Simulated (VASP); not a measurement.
# Bi2Se3 (R-3m) in VASP: further runs

The runs below take Bi2Se3 through electric field gradients, with PBE, LDA.

Everything below comes from runs of VASP 6.6.1. Logs are shortened: lines on timing, memory, paths and dates and some standing lists are left out, and cuts for length are marked.

## 1. The cell of the first run

Symmetry: R-3m, No. 166, trigonal system. Conventional cell: a = 4.143 Å, b = 4.143 Å, c = 28.636 Å, α = 90.00°, β = 90.00°, γ = 120.00°. Bi (site symmetry 3m) has 6 Se at 2.85 to 3.07 Å within 3.8 Å. Se (site symmetry -3m) has 6 Bi at 3.07 Å and 12 Se at 4.14 to 4.23 Å within 4.3 Å. Se (site symmetry 3m) has 3 Bi at 2.85 Å and 3 Se at 3.52 Å within 3.8 Å.

## 2. Electric field gradients, PBE

The input, INCAR:

```
ALGO     = Normal         # electronic algorithm
EDIFF    = 1E-8           # SCF threshold, eV
ENCUT    = 520            # plane-wave cutoff, eV
GGA      = PE             # functional
ISIF     = 2              # what is computed and relaxed
ISMEAR   = -1             # smearing method
LASPH    = T              # aspherical terms in the spheres
LCHARG   = F              # write CHGCAR
LEFG     = T            
LREAL    = F              # projectors in reciprocal space
LWAVE    = F              # write WAVECAR
NBANDS   = 32             # bands
NELM     = 60             # most SCF steps
PREC     = Accurate       # precision mode
SIGMA    = 0.02           # smearing width, eV
```

The input, KPOINTS:

```
k-points
0
Gamma
  9 9 9
```

The input, POSCAR:

```
Bi2Se3
1.0
    2.0715000000      1.1959810826      9.5453333333
   -2.0715000000      1.1959810826      9.5453333333
    0.0000000000     -2.3919621653      9.5453333333
Bi Se
2 3
Direct
    0.4008000000      0.4008000000      0.4008000000
    0.5992000000      0.5992000000      0.5992000000
    0.0000000000      0.0000000000      0.0000000000
    0.2117000000      0.2117000000      0.2117000000
    0.7883000000      0.7883000000      0.7883000000
```

Potentials or basis: VASP PAW PBE potentials, release 64 (Bi_d, Se).

Launch:

```sh
> cat potpaw_PBE.64/Bi_d/POTCAR potpaw_PBE.64/Se/POTCAR > POTCAR
> mpirun -np 1 vasp_std > vasp.out
```

OUTCAR:

```text
EDIFF = 1E-8
   ENCUT = 520
   GGA = PE
   ISIF = 2
   ISMEAR = -1
   LASPH = T
   LREAL = F
   NELM = 60
   PREC = Accurate

 ion  position               nearest neighbor table
   1  0.401  0.401  0.401-   5 2.85   5 2.85   5 2.85   3 3.07   3 3.07   3 3.07
   2  0.599  0.599  0.599-   4 2.85   4 2.85   4 2.85   3 3.07   3 3.07   3 3.07
   3  0.000  0.000  0.000-   2 3.07   2 3.07   1 3.07   1 3.07   2 3.07   1 3.07
   4  0.212  0.212  0.212-   2 2.85   2 2.85   2 2.85
   5  0.788  0.788  0.788-   1 2.85   1 2.85   1 2.85

  LATTYP: Found a trigonal (rhomboedric) cell.
 ALAT       =     9.8404710987
 COS(alpha) =     0.9113725833

  Lattice vectors:

 A1 = (   2.0715000000,   1.1959810826,   9.5453333333)
 A2 = (  -2.0715000000,   1.1959810826,   9.5453333333)
 A3 = (   0.0000000000,  -2.3919621653,   9.5453333333)

Analysis of symmetry for initial positions (statically):
=====================================================================
 Subroutine PRICEL returns:
 Original cell was already a primitive cell.

 Routine SETGRP: Setting up the symmetry group for a
 trigonal (rhombohedral) supercell.

 Subroutine GETGRP returns: Found 12 space group operations
 (whereof 12 operations were pure point group operations)
 out of a pool of 12 trial point group operations.

The static configuration has the point symmetry D_3d.

Analysis of symmetry for dynamics (positions and initial velocities):
=====================================================================
 Subroutine PRICEL returns:
 Original cell was already a primitive cell.

 Routine SETGRP: Setting up the symmetry group for a
 trigonal (rhombohedral) supercell.

 Subroutine GETGRP returns: Found 12 space group operations
 (whereof 12 operations were pure point group operations)
 out of a pool of 12 trial point group operations.

The dynamic configuration has the point symmetry D_3d.

 Subroutine INISYM returns: Found 12 space group operations
 (whereof 12 operations are pure point group operations),
 and found     1 'primitive' translations

----------------------------------------------------------------------------------------

                                     Primitive cell

  volume of cell :     141.8899

  direct lattice vectors                    reciprocal lattice vectors
     2.071500000  1.195981083  9.545333333     0.241370987  0.139355604  0.034921078
    -2.071500000  1.195981083  9.545333333    -0.241370987  0.139355604  0.034921078
     0.000000000 -2.391962165  9.545333333     0.000000000 -0.278711209  0.034921078

  length of vectors
     9.840471099  9.840471099  9.840471099     0.280890405  0.280890405  0.280890405

  position of ions in fractional coordinates (direct lattice)
     0.400800000  0.400800000  0.400800000
     0.599200000  0.599200000  0.599200000
     0.000000000  0.000000000  0.000000000
     0.211700000  0.211700000  0.211700000
     0.788300000  0.788300000  0.788300000

  ion indices of the primitive-cell ions
   primitive index   ion index
                 1           1
                 2           2
                 3           3
                 4           4
                 5           5

----------------------------------------------------------------------------------------

 KPOINTS: k-points

Automatic generation of k-mesh.
 Grid dimensions read from file:
 generate k-points for:    9    9    9

 Generating k-lattice:

  Cartesian coordinates                     Fractional coordinates (reciprocal lattice)
     0.026818999  0.015483956  0.003880120     0.111111111  0.000000000  0.000000000
    -0.026818999  0.015483956  0.003880120     0.000000000  0.111111111  0.000000000
     0.000000000 -0.030967912  0.003880120     0.000000000  0.000000000  0.111111111

  Length of vectors
     0.031210045  0.031210045  0.031210045

  Shift w.r.t. Gamma in fractional coordinates (k-lattice)
     0.000000000  0.000000000  0.000000000

 Subroutine IBZKPT returns following result:
 ===========================================

 Found     85 irreducible k-points:

 Following reciprocal coordinates:
            Coordinates               Weight
  0.000000  0.000000  0.000000      1.000000
  0.111111  0.000000 -0.000000      6.000000
  0.222222  0.000000 -0.000000      6.000000
  0.333333  0.000000 -0.000000      6.000000
  0.444444  0.000000 -0.000000      6.000000
  0.111111  0.111111 -0.000000      6.000000
[... 16 lines left out ...]
 -0.333333  0.333333  0.000000      6.000000
  0.444444  0.444444 -0.000000      6.000000
 [... further k-points ...]
   k-points           NKPTS =     85   k-points in BZ     NKDIM =     85   number of bands    NBANDS=     32
   number of dos      NEDOS =    301   number of ions     NIONS =      5
   total plane-waves  NPLWV = 512000
   dimension x,y,z NGX =    80 NGY =   80 NGZ =   80
   dimension x,y,z NGXF=   160 NGYF=  160 NGZF=  160
   ions per type =               2   3
   NGX,Y,Z   is equivalent  to a cutoff of  13.52, 13.52, 13.52 a.u.
   NGXF,Y,Z  is equivalent  to a cutoff of  27.03, 27.03, 27.03 a.u.
 SYSTEM =  unknown system
   PREC   = accura    normal or accurate (medium, high low for compatibility)
   ISTART =      0    job   : 0-new  1-cont  2-samecut
   ICHARG =      2    charge: 1-file 2-atom 10-const
   ISPIN  =      1    spin polarized calculation?
   LNONCOLLINEAR =      F non collinear calculations
   LSORBIT =      F    spin-orbit coupling
   LASPH  =      T    aspherical Exc in radial PAW
   ENCUT  =  520.0 eV  38.22 Ry    6.18 a.u.  18.30 18.30 18.30*2*pi/ulx,y,z
   NELM   =     60;   NELMIN=  2; NELMDL= -5     # of ELM steps
   EDIFF  = 0.1E-07   stopping-criterion for ELM
   LREAL  =      F    real-space projection
   EDIFFG = 0.1E-06   stopping-criterion for IOM
   NSW    =      0    number of steps for IOM
   IBRION =     -1    ionic relax: 0-MD 1-quasi-New 2-CG
   NFREE  =      0    steps in history (QN), initial steepest desc. (CG)
   ISIF   =      2    stress and relaxation
   ISYM   =      2    0-nonsym 1-usesym 2-fastsym
   POTIM  = 0.5000    time-step for ionic-motion
   TEBEG  =    0.0;   TEEND  =   0.0 temperature during run
   PSTRESS=    0.0 pullay stress
   NELECT =      48.0000    total number of electrons
   NUPDOWN=      -1.0000    fix difference up-down
   EMIN   =  10.00;   EMAX   =-10.00  energy-range for DOS
   EFERMI =   0.00;   METHOD = LEGACY
   ISMEAR =    -1;   SIGMA  =   0.02  broadening in eV -4-tet -1-fermi 0-gaus
   EFERMI_NEDOS =   21; number of points for ismear=-14 and -15
   IALGO  =     38    algorithm
   IMIX   =      4    mixing-type and parameters
     AMIX     =   0.40;   BMIX     =  1.00
     AMIX_MAG =   1.60;   BMIX_MAG =  1.00
  volume/ion in A,a.u.               =      28.38       191.50
  Fermi-wavevector in a.u.,A,eV,Ry     =   1.140700  2.155610 17.703848  1.301196
  Thomas-Fermi vector in A             =   2.277401
   LORBIT       =      0    0 simple, 1 ext, 2 COOP (PROOUT), +10 PAW based schemes
   GGA     = PE    functional components
   LHFCALC =     F    Hartree Fock is set to
   AEXX    =    0.0000 exact exchange contribution
   IVDW    =     0    specifies the selected vdW correction
   LEPSILON=     F    determine dielectric tensor
   LRPA    =     F    only Hartree local field effects (RPA)
 non-spin polarized calculation
  energy-cutoff  :      520.00
  volume of cell :      141.89
 maximum number of plane-waves:      3854
 NGX is ok and might be reduce to    80
   NGX = 37   NGY = 37   NGZ = 37

 number of electron      47.9999997 magnetization

 Free energy of the ion-electron system (eV)
  ---------------------------------------------------
  ext. energy  EPLUGINS =         0.00000000
  ---------------------------------------------------
  free energy    TOTEN  =       -20.15526697 eV

  energy without entropy =      -20.15526343  energy(sigma->0) =      -20.15526520

 E-fermi :   5.0774     XC(G=0):  -9.4968

 val. band max:        4.9713091999   @ k =   0.0000   0.0000   0.0000
 cond. band min:       5.1834820079   @ k =   0.0000   0.0000   0.0000
 fundamental gap:      0.2121728081
 Fermi energy:         5.0773722154

 k-point     1 :       0.0000    0.0000    0.0000
  band No.  band energies     occupation
      1     -18.1602      2.00000
      2     -18.1602      2.00000
      3     -18.1584      2.00000
      4     -18.1584      2.00000
      5     -18.1530      2.00000
      6     -18.1504      2.00000
[... 24 lines left out ...]
     31      10.8002      0.00000
     32      11.9693      0.00000

 k-point     2 :       0.1111    0.0000   -0.0000
  band No.  band energies     occupation
      1     -18.1619      2.00000
      2     -18.1599      2.00000
      3     -18.1573      2.00000
      4     -18.1555      2.00000
      5     -18.1511      2.00000
      6     -18.1486      2.00000
[... 24 lines left out ...]
     31      10.5498      0.00000
     32      11.0616      0.00000
[... 733 lines left out ...]
     31      11.1711      0.00000
     32      11.9360      0.00000

 k-point    24 :       0.4444    0.4444   -0.0000
  band No.  band energies     occupation
      1     -18.1794      2.00000
      2     -18.1746      2.00000
      3     -18.1548      2.00000
      4     -18.1501      2.00000
      5     -18.1484      2.00000
      6     -18.1438      2.00000
[... 24 lines left out ...]
     31      10.0573      0.00000
     32      11.7711      0.00000

 [... further k-points ...]

------------------------ aborting loop because EDIFF is reached ----------------------------------------

  FORCE on cell =-STRESS in cart. coord.  units (eV):
  Direction    XX          YY          ZZ          XY          YZ          ZX
  --------------------------------------------------------------------------------------
  -------------------------------------------------------------------------------------
  Total        2.2656280      2.2656280      2.2978288      0.0000000     -0.0000000      0.0000000
  in kB       25.5827710     25.5827710     25.9463726      0.0000000     -0.0000000      0.0000000
  external PRESSURE =      25.7039715 kB  Pullay stress =       0.0000000 kB

 VOLUME and BASIS-vectors are now :
 -----------------------------------------------------------------------------
  energy-cutoff  :      520.00
  volume of cell :      141.89
      direct lattice vectors                 reciprocal lattice vectors
     2.071500000  1.195981083  9.545333333     0.241370987  0.139355604  0.034921078
    -2.071500000  1.195981083  9.545333333    -0.241370987  0.139355604  0.034921078
     0.000000000 -2.391962165  9.545333333     0.000000000 -0.278711209  0.034921078

 POSITION                                       TOTAL-FORCE (eV/Angst)
 -----------------------------------------------------------------------------------
      0.00000     -0.00000     11.47731         0.000000      0.000000     -0.165692
      0.00000     -0.00000     17.15869         0.000000     -0.000000      0.165692
      0.00000      0.00000      0.00000         0.000000     -0.000000     -0.000000
      0.00000     -0.00000      6.06224         0.000000      0.000000     -0.167019
      0.00000     -0.00000     22.57376         0.000000     -0.000000      0.167019
 -----------------------------------------------------------------------------------
    total drift:                                0.000000      0.000000     -0.000000

  FREE ENERGIE OF THE ION-ELECTRON SYSTEM (eV)
  ---------------------------------------------------
  free  energy   TOTEN  =       -20.1552669696 eV

  energy  without entropy=      -20.1552634266  energy(sigma->0) =      -20.15526520

 Electric field gradients (V/A^2)
---------------------------------------------------------------------
 ion       V_xx      V_yy      V_zz      V_xy      V_xz      V_yz
---------------------------------------------------------------------
   1      -5.196    -5.196    10.393    -0.000    -0.000     0.000
   2      -5.196    -5.196    10.393    -0.000     0.000     0.000
   3     -36.127   -36.127    72.255     0.000     0.000     0.000
   4      10.704    10.704   -21.408     0.000    -0.000     0.000
   5      10.704    10.704   -21.408     0.000     0.000     0.000
---------------------------------------------------------------------

 Electric field gradients after diagonalization (V/A^2)
 (convention: |V_zz| > |V_xx| > |V_yy|)
----------------------------------------------------------------------
 ion       V_xx      V_yy      V_zz     asymmetry (V_yy - V_xx)/ V_zz
----------------------------------------------------------------------
   1      -5.196    -5.196    10.393       0.000
   2      -5.196    -5.196    10.393       0.000
   3     -36.127   -36.127    72.255       0.000
   4      10.704    10.704   -21.408       0.000
   5      10.704    10.704   -21.408       0.000
----------------------------------------------------------------------

           NMR quadrupolar parameters

 Cq : quadrupolar parameter    Cq=e*Q*V_zz/h
 eta: asymmetry parameters     (V_yy - V_xx)/ V_zz
 Q  : nuclear electric quadrupole moment in mb (millibarn)
----------------------------------------------------------------------
 ion       Cq(MHz)       eta       Q (mb)
----------------------------------------------------------------------
   1       0.025       0.000       1.000
   2       0.025       0.000       1.000
   3       0.175       0.000       1.000
   4      -0.052       0.000       1.000
   5      -0.052       0.000       1.000
----------------------------------------------------------------------
```

Run time: 32 min. Hardware: 1 thread of Intel Xeon Platinum 8375C at 2.90GHz (Ice Lake), shared host; peak memory 1.1 GiB.

Results:

| Property | Result |
| --- | --- |
| Free energy | -20.1553 eV |
| Pressure | 2.6 GPa |
| Largest force | 0.167 eV/Å |
| Band gap on the k mesh | 0.21 eV |
| Largest electric field gradient by atom | Bi +10.4; Se +72.3, -21.4 (each value once) V/Å² |

Forces in eV/Å, atoms in the order of the input:
```
Bi   0.000  0.000 -0.166
Bi   0.000  0.000  0.166
Se   0.000  0.000  0.000
Se   0.000  0.000 -0.167
Se   0.000  0.000  0.167
```

Levels at points of the mesh, in eV from the valence-band top:
| k point | band 21 | band 22 | band 23 | band 24 | band 25 | band 26 | band 27 | band 28 |
| --- | --- | --- | --- | --- | --- | --- | --- | --- |
| (0.00, 0.00, 0.00) | -1.87 | -1.22 | -1.22 | 0.00 | 0.21 | 1.39 | 1.39 | 2.12 |

Electric field gradients, principal values (V/Å²):
```tsv
atom	least	middle	greatest (by size)
1 Bi	-5.196	-5.196	10.393
2 Bi	-5.196	-5.196	10.393
3 Se	-36.127	-36.127	72.255
4 Se	10.704	10.704	-21.408
5 Se	10.704	10.704	-21.408
```

Caveat: without QUAD_EFG the Cq values of the log hold for a quadrupole moment of 1 mb, not for the nuclei; spin-orbit coupling is left out, which moves the levels of the heavy elements; an odd mesh through Γ misses points on the zone boundary, where band edges can lie.

[end of part 1 of 2]
